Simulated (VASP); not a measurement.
# Ge3N (Fm-3m) in VASP: further runs

The runs below take Ge3N through single point, with PBE.

Program: VASP 6.6.1. These are calculated values, not measurements. Logs are shortened: lines on timing, memory, paths and dates and some standing lists are left out, and cuts for length are marked.

### Step 1. The cell of the first run

The structure is cubic, space group Fm-3m (No. 225). Conventional cell: a = 6.262 Å, b = 6.262 Å, c = 6.262 Å, α = 90.00°, β = 90.00°, γ = 90.00°. Ge (site symmetry m-3m) has 8 Ge at 2.71 Å and 6 N at 3.13 Å within 3.6 Å. Within 3.6 Å of Ge (site symmetry -43m) lie 10 Ge at 2.71 to 3.13 Å and 4 N at 2.71 Å. Within 3.6 Å of N (site symmetry m-3m) lie 14 Ge at 2.71 to 3.13 Å.

The cell was built from a structure type or drawn by symmetry, and may not be a known phase.

### Step 2. Single point, PBE

The input, INCAR:

```
SYSTEM = Ge3N
PREC = Accurate
ENCUT = 520
EDIFF = 1E-6
ISMEAR = 0
SIGMA = 0.1
LREAL = .False.
LASPH = .True.
NELM = 100
ALGO = Normal
ISIF = 2
LWAVE = .False.
LCHARG = .False.
GGA = PE
NBANDS = 32
```

The input, KPOINTS:

```
regular mesh
0
Gamma
  4 4 4
  0 0 0
```

The input, POSCAR:

```
Ge3N
1.0
    0.0000000000      3.1312451029      3.1312451029
    3.1312451029      0.0000000000      3.1312451029
    3.1312451029      3.1312451029      0.0000000000
Ge N
3 1
Direct
    0.0000000000      0.0000000000      0.0000000000
    0.2500000000      0.2500000000      0.2500000000
    0.7500000000      0.7500000000      0.7500000000
    0.5000000000      0.5000000000      0.5000000000
```

Potentials or basis: VASP PAW PBE potentials, release 64 (Ge_d, N).

Command:

```sh
> cat potpaw_PBE.64/Ge_d/POTCAR potpaw_PBE.64/N/POTCAR > POTCAR
> mpirun -np 1 vasp_std > vasp.out
```

OUTCAR:

```text
SYSTEM = Ge3N
   PREC = Accurate
   ENCUT = 520
   EDIFF = 1E-6
   ISMEAR = 0
   LREAL = .False.
   LASPH = .True.
   NELM = 100
   ISIF = 2
   GGA = PE

 ion  position               nearest neighbor table
   1  0.000  0.000  0.000-   3 2.71   3 2.71   3 2.71   2 2.71   3 2.71   2 2.71   2 2.71   2 2.71

   2  0.250  0.250  0.250-   1 2.71   1 2.71   1 2.71   1 2.71
   3  0.750  0.750  0.750-   1 2.71   1 2.71   1 2.71   1 2.71
   4  0.500  0.500  0.500-

  LATTYP: Found a face centered cubic cell.
 ALAT       =     6.2624902058

  Lattice vectors:

 A1 = (   0.0000000000,   3.1312451029,   3.1312451029)
 A2 = (   3.1312451029,   0.0000000000,   3.1312451029)
 A3 = (   3.1312451029,   3.1312451029,   0.0000000000)

Analysis of symmetry for initial positions (statically):
=====================================================================
 Subroutine PRICEL returns:
 Original cell was already a primitive cell.

 Routine SETGRP: Setting up the symmetry group for a
 face centered cubic supercell.

 Subroutine GETGRP returns: Found 48 space group operations
 (whereof 48 operations were pure point group operations)
 out of a pool of 48 trial point group operations.

The static configuration has the point symmetry O_h .

Analysis of symmetry for dynamics (positions and initial velocities):
=====================================================================
 Subroutine PRICEL returns:
 Original cell was already a primitive cell.

 Routine SETGRP: Setting up the symmetry group for a
 face centered cubic supercell.

 Subroutine GETGRP returns: Found 48 space group operations
 (whereof 48 operations were pure point group operations)
 out of a pool of 48 trial point group operations.

The dynamic configuration has the point symmetry O_h .

 Subroutine INISYM returns: Found 48 space group operations
 (whereof 48 operations are pure point group operations),
 and found     1 'primitive' translations

----------------------------------------------------------------------------------------

                                     Primitive cell

  volume of cell :      61.4018

  direct lattice vectors                    reciprocal lattice vectors
     0.000000000  3.131245103  3.131245103    -0.159680888  0.159680888  0.159680888
     3.131245103  0.000000000  3.131245103     0.159680888 -0.159680888  0.159680888
     3.131245103  3.131245103  0.000000000     0.159680888  0.159680888 -0.159680888

  length of vectors
     4.428249292  4.428249292  4.428249292     0.276575412  0.276575412  0.276575412

  position of ions in fractional coordinates (direct lattice)
     0.000000000  0.000000000  0.000000000
     0.250000000  0.250000000  0.250000000
     0.750000000  0.750000000  0.750000000
     0.500000000  0.500000000  0.500000000

  ion indices of the primitive-cell ions
   primitive index   ion index
                 1           1
                 2           2
                 3           3
                 4           4

----------------------------------------------------------------------------------------

 KPOINTS: regular mesh

Automatic generation of k-mesh.
 Grid dimensions read from file:
 generate k-points for:    4    4    4

 Generating k-lattice:

  Cartesian coordinates                     Fractional coordinates (reciprocal lattice)
    -0.039920222  0.039920222  0.039920222     0.250000000  0.000000000  0.000000000
     0.039920222 -0.039920222  0.039920222     0.000000000  0.250000000  0.000000000
     0.039920222  0.039920222 -0.039920222     0.000000000  0.000000000  0.250000000

  Length of vectors
     0.069143853  0.069143853  0.069143853

  Shift w.r.t. Gamma in fractional coordinates (k-lattice)
     0.000000000  0.000000000  0.000000000

 Subroutine IBZKPT returns following result:
 ===========================================

 Found      8 irreducible k-points:

 Following reciprocal coordinates:
            Coordinates               Weight
  0.000000  0.000000  0.000000      1.000000
  0.250000  0.000000  0.000000      8.000000
  0.500000  0.000000  0.000000      4.000000
  0.250000  0.250000  0.000000      6.000000
  0.500000  0.250000  0.000000     24.000000
 -0.250000  0.250000  0.000000     12.000000
  0.500000  0.500000  0.000000      3.000000
 -0.250000  0.500000  0.250000      6.000000
   k-points           NKPTS =      8   k-points in BZ     NKDIM =      8   number of bands    NBANDS=     32
   number of dos      NEDOS =    301   number of ions     NIONS =      4
   total plane-waves  NPLWV =  46656
   dimension x,y,z NGX =    36 NGY =   36 NGZ =   36
   dimension x,y,z NGXF=    72 NGYF=   72 NGZF=   72
   ions per type =               3   1
   NGX,Y,Z   is equivalent  to a cutoff of  13.52, 13.52, 13.52 a.u.
   NGXF,Y,Z  is equivalent  to a cutoff of  27.03, 27.03, 27.03 a.u.
 SYSTEM =  Ge3N
   PREC   = accura    normal or accurate (medium, high low for compatibility)
   ISTART =      0    job   : 0-new  1-cont  2-samecut
   ICHARG =      2    charge: 1-file 2-atom 10-const
   ISPIN  =      1    spin polarized calculation?
   LNONCOLLINEAR =      F non collinear calculations
   LSORBIT =      F    spin-orbit coupling
   LASPH  =      T    aspherical Exc in radial PAW
   ENCUT  =  520.0 eV  38.22 Ry    6.18 a.u.   8.23  8.23  8.23*2*pi/ulx,y,z
   NELM   =    100;   NELMIN=  2; NELMDL= -5     # of ELM steps
   EDIFF  = 0.1E-05   stopping-criterion for ELM
   LREAL  =      F    real-space projection
   EDIFFG = 0.1E-04   stopping-criterion for IOM
   NSW    =      0    number of steps for IOM
   IBRION =     -1    ionic relax: 0-MD 1-quasi-New 2-CG
   NFREE  =      0    steps in history (QN), initial steepest desc. (CG)
   ISIF   =      2    stress and relaxation
   ISYM   =      2    0-nonsym 1-usesym 2-fastsym
   POTIM  = 0.5000    time-step for ionic-motion
   TEBEG  =    0.0;   TEEND  =   0.0 temperature during run
   PSTRESS=    0.0 pullay stress
   NELECT =      47.0000    total number of electrons
   NUPDOWN=      -1.0000    fix difference up-down
   EMIN   =  10.00;   EMAX   =-10.00  energy-range for DOS
   EFERMI =   0.00;   METHOD = LEGACY
   ISMEAR =     0;   SIGMA  =   0.10  broadening in eV -4-tet -1-fermi 0-gaus
   EFERMI_NEDOS =   21; number of points for ismear=-14 and -15
   IALGO  =     38    algorithm
   IMIX   =      4    mixing-type and parameters
     AMIX     =   0.40;   BMIX     =  1.00
     AMIX_MAG =   1.60;   BMIX_MAG =  1.00
  volume/ion in A,a.u.               =      15.35       103.59
  Fermi-wavevector in a.u.,A,eV,Ry     =   1.497547  2.829953 30.513055  2.242646
  Thomas-Fermi vector in A             =   2.609421
   LORBIT       =      0    0 simple, 1 ext, 2 COOP (PROOUT), +10 PAW based schemes
   GGA     = PE    functional components
   LHFCALC =     F    Hartree Fock is set to
   AEXX    =    0.0000 exact exchange contribution
   IVDW    =     0    specifies the selected vdW correction
   LEPSILON=     F    determine dielectric tensor
   LRPA    =     F    only Hartree local field effects (RPA)
 non-spin polarized calculation
 Gauss-broadening in eV      SIGMA  =   0.10
  energy-cutoff  :      520.00
  volume of cell :       61.40
 maximum number of plane-waves:      1676
 NGX is ok and might be reduce to    36
   NGX = 17   NGY = 17   NGZ = 17

 number of electron      46.9999966 magnetization

 Free energy of the ion-electron system (eV)
  ---------------------------------------------------
  ext. energy  EPLUGINS =         0.00000000
  ---------------------------------------------------
  free energy    TOTEN  =       -17.51936259 eV

  energy without entropy =      -17.49865425  energy(sigma->0) =      -17.50900842

 E-fermi :   7.0533     XC(G=0): -11.6399

 val. band max:        7.0315031243   @ k =   0.5000   0.2500   0.0000
 cond. band min:       7.1900485145   @ k =   0.5000   0.5000   0.0000
 fundamental gap:      0.1585453902
 Fermi energy:         7.0532849822

 k-point     1 :       0.0000    0.0000    0.0000
  band No.  band energies     occupation
      1     -18.2022      2.00000
      2     -18.2022      2.00000
      3     -18.1669      2.00000
      4     -18.1669      2.00000
      5     -18.1669      2.00000
      6     -18.1452      2.00000
[... 24 lines left out ...]
     31      14.5780      0.00000
     32      14.5780      0.00000

 k-point     2 :       0.2500    0.0000    0.0000
  band No.  band energies     occupation
      1     -18.1850      2.00000
      2     -18.1850      2.00000
      3     -18.1747      2.00000
      4     -18.1692      2.00000
      5     -18.1692      2.00000
      6     -18.1457      2.00000
[... 24 lines left out ...]
     31      13.2431      0.00000
     32      15.8304      0.00000

 k-point     3 :       0.5000    0.0000    0.0000
  band No.  band energies     occupation
      1     -18.1721      2.00000
      2     -18.1721      2.00000
      3     -18.1628      2.00000
      4     -18.1495      2.00000
      5     -18.1495      2.00000
      6     -18.1470      2.00000
[... 24 lines left out ...]
     31      15.0301      0.00000
     32      17.8553      0.00000

 k-point     4 :       0.2500    0.2500    0.0000
  band No.  band energies     occupation
      1     -18.1947      2.00000
      2     -18.1754      2.00000
      3     -18.1749      2.00000
      4     -18.1749      2.00000
      5     -18.1665      2.00000
      6     -18.1406      2.00000
[... 24 lines left out ...]
     31      13.7551      0.00000
     32      13.7551      0.00000

 k-point     5 :       0.5000    0.2500    0.0000
  band No.  band energies     occupation
      1     -18.1803      2.00000
      2     -18.1743      2.00000
      3     -18.1692      2.00000
      4     -18.1646      2.00000
      5     -18.1617      2.00000
      6     -18.1505      2.00000
[... 24 lines left out ...]
     31      14.0883      0.00000
     32      16.7346      0.00000

 k-point     6 :      -0.2500    0.2500    0.0000
  band No.  band energies     occupation
      1     -18.1823      2.00000
      2     -18.1745      2.00000
      3     -18.1640      2.00000
      4     -18.1616      2.00000
      5     -18.1582      2.00000
      6     -18.1505      2.00000
[... 24 lines left out ...]
     31      14.5702      0.00000
     32      17.0423      0.00000

 k-point     7 :       0.5000    0.5000    0.0000
  band No.  band energies     occupation
      1     -18.1870      2.00000
      2     -18.1803      2.00000
      3     -18.1747      2.00000
      4     -18.1747      2.00000
      5     -18.1667      2.00000
      6     -18.1442      2.00000
[... 24 lines left out ...]
     31      14.1701      0.00000
     32      15.8327      0.00000

 k-point     8 :      -0.2500    0.5000    0.2500
  band No.  band energies     occupation
      1     -18.1764      2.00000
      2     -18.1764      2.00000
      3     -18.1672      2.00000
      4     -18.1625      2.00000
      5     -18.1624      2.00000
      6     -18.1564      2.00000
[... 24 lines left out ...]
     31      13.5404      0.00000
     32      17.8086      0.00000

------------------------ aborting loop because EDIFF is reached ----------------------------------------

  FORCE on cell =-STRESS in cart. coord.  units (eV):
  Direction    XX          YY          ZZ          XY          YZ          ZX
  --------------------------------------------------------------------------------------
  -------------------------------------------------------------------------------------
  Total       -0.0605887     -0.0605887     -0.0605887      0.0000000      0.0000000      0.0000000
  in kB       -1.5809607     -1.5809607     -1.5809607      0.0000000      0.0000000      0.0000000
  external PRESSURE =      -1.5809607 kB  Pullay stress =       0.0000000 kB

 VOLUME and BASIS-vectors are now :
 -----------------------------------------------------------------------------
  energy-cutoff  :      520.00
  volume of cell :       61.40
      direct lattice vectors                 reciprocal lattice vectors
     0.000000000  3.131245103  3.131245103    -0.159680888  0.159680888  0.159680888
     3.131245103  0.000000000  3.131245103     0.159680888 -0.159680888  0.159680888
     3.131245103  3.131245103  0.000000000     0.159680888  0.159680888 -0.159680888

 POSITION                                       TOTAL-FORCE (eV/Angst)
 -----------------------------------------------------------------------------------
      0.00000      0.00000      0.00000        -0.000000      0.000000      0.000000
      1.56562      1.56562      1.56562         0.000000      0.000000      0.000000
      4.69687      4.69687      4.69687        -0.000000     -0.000000     -0.000000
      3.13125      3.13125      3.13125        -0.000000      0.000000      0.000000
 -----------------------------------------------------------------------------------
    total drift:                                0.000000      0.000000      0.000000

  FREE ENERGIE OF THE ION-ELECTRON SYSTEM (eV)
  ---------------------------------------------------
  free  energy   TOTEN  =       -17.5193625869 eV

  energy  without entropy=      -17.4986542524  energy(sigma->0) =      -17.50900842
```

Wall time 32 s (1 thread of Intel Xeon 8259CL, shared host); peak memory 0.2 GiB.

What came out:

```
Free energy            : -17.5194 eV
Pressure               : -0.2 GPa
Band gap on the k mesh : zero (an odd number of electrons rules out a gap without spin polarisation)
```

Levels at points of the mesh, in eV from the Fermi level:
| k point | band 20 | band 21 | band 22 | band 23 | band 24 | band 25 | band 26 | band 27 | band 28 | band 29 |
| --- | --- | --- | --- | --- | --- | --- | --- | --- | --- | --- |
| (0.00, 0.00, 0.00) | -2.60 | -2.60 | -2.22 | -1.67 | -1.67 | -1.67 | -0.81 | -0.81 | -0.81 | 5.65 |
| (0.50, 0.00, 0.00) | -3.30 | -3.30 | -3.00 | -3.00 | -0.29 | 0.90 | 2.25 | 2.25 | 5.30 | 5.30 |
| (0.50, 0.50, 0.00) | -5.78 | -5.78 | 0.14 | 0.48 | 0.48 | 1.40 | 4.04 | 4.04 | 4.84 | 5.87 |

Caveat: the k points lie up to 0.43 Å⁻¹ apart, too coarse for converged energies and pressures of a metal.

### Step 3. Single point, PBE

This run uses another cell than the first one, of 19.90 Å³/atom.

The input, INCAR:

```
  ALGO = Normal
  EDIFF = 1E-6
  ENCUT = 520
  GGA = PE
  ISIF = 2
  ISMEAR = 0
  LASPH = True
  LCHARG = False
  LREAL = False
  LWAVE = False
  NBANDS = 32
  NELM = 100
  PREC = Accurate
  SIGMA = 0.1
```

The input, KPOINTS:

```
k-points
0
Gamma
  4 4 4
```

The input, POSCAR:

```
Ge3N
1.0
    0.0000000000      3.4143587100      3.4143587100
    3.4143587100      0.0000000000      3.4143587100
    3.4143587100      3.4143587100      0.0000000000
Ge N
3 1
Direct
    0.0000000000      0.0000000000      0.0000000000
    0.2500000000      0.2500000000      0.2500000000
    0.7500000000      0.7500000000      0.7500000000
    0.5000000000      0.5000000000      0.5000000000
```

Potentials or basis: VASP PAW PBE potentials, release 64 (Ge_d, N).

Command:

```sh
> cat potpaw_PBE.64/Ge_d/POTCAR potpaw_PBE.64/N/POTCAR > POTCAR
> mpirun -np 1 vasp_std > vasp.out
```

Run time: 59 s. Hardware: 1 thread of Intel Xeon 8259CL, shared host; peak memory 0.21 GiB.

The run converged. Its results:

```
Free energy            : -16.5955 eV
Pressure               : -12.8 GPa
Band gap on the k mesh : zero (an odd number of electrons rules out a gap without spin polarisation)
```

Levels at points of the mesh, in eV from the Fermi level:
```csv
k point,band 21,band 22,band 23,band 24,band 25,band 26,band 27,band 28
"(0.00, 0.00, 0.00)",-1.64,-1.64,-0.95,-0.95,-0.95,-0.44,-0.44,-0.44
"(0.50, 0.00, 0.00)",-2.19,-2.07,-2.07,-0.35,0.21,1.97,1.97,3.84
"(0.50, 0.50, 0.00)",-4.21,0.02,0.51,0.51,0.71,3.32,3.32,3.32
```

Caveat: the k points lie up to 0.40 Å⁻¹ apart, too coarse for converged energies and pressures of a metal.
